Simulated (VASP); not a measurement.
Set up this calculation in VASP 6.6.1, as the native input.

* Task: single point
* Functional: LDA
* Potentials or basis: VASP PAW LDA potentials, release 64 (Ga_d, O)
* Cutoff: 520 eV
* k mesh: 8 × 8 × 4
* Occupations: gaussian, width 0.01 eV
* Spin: no spin polarisation
* Dipole correction: no
* Further INCAR settings: ALGO = Normal; EDIFF = 1e-07; NBANDS = 55

The structure of Ga2O3 lies in POSCAR:

```
Ga2O3
1.0
    6.1273162769     -1.5195702949      0.0024226248
    6.1273162769      1.5195702949      0.0024226248
   -1.3883630900      0.0000000000      5.6399861766
Ga O
4 6
Direct
    0.0905077042      0.0905077042      0.7947690574
    0.9094922958      0.9094922958      0.2052309426
    0.6587425296      0.6587425296      0.3144411419
    0.3412574704      0.3412574704      0.6855588581
    0.1642078127      0.1642078127      0.1091294885
    0.8357921873      0.8357921873      0.8908705115
    0.1733453343      0.1733453343      0.5635363168
    0.8266546657      0.8266546657      0.4364636832
    0.4962966924      0.4962966924      0.2562516319
    0.5037033076      0.5037033076      0.7437483681
```

These files were run (other wordings do the same):

INCAR

```
PREC = Accurate
ENCUT = 520
EDIFF = 1E-7
ISMEAR = 0
SIGMA = 0.01
LREAL = F
LASPH = T
NELM = 60
ALGO = Normal
ISIF = 2
LWAVE = F
LCHARG = F
GGA = CA
NBANDS = 55
```

KPOINTS

```
regular mesh
0
Gamma
  8 8 4
```

Potentials or basis: VASP PAW LDA potentials, release 64 (Ga_d, O).

Launch:

```console
$ cat potpaw_LDA.64/Ga_d/POTCAR potpaw_LDA.64/O/POTCAR > POTCAR
$ mpirun -np 1 vasp_std > vasp.out
```

It gave:

```
Pressure               : -3.5 GPa
Largest force          : 0.102 eV/Å
Band gap on the k mesh : 2.28 eV (least direct gap 2.30 eV)
```

Caveat: the cell stands under tension.

It took 22 min on 1 thread of Intel Xeon 8259CL (shared host), peak memory 0.47 GiB.
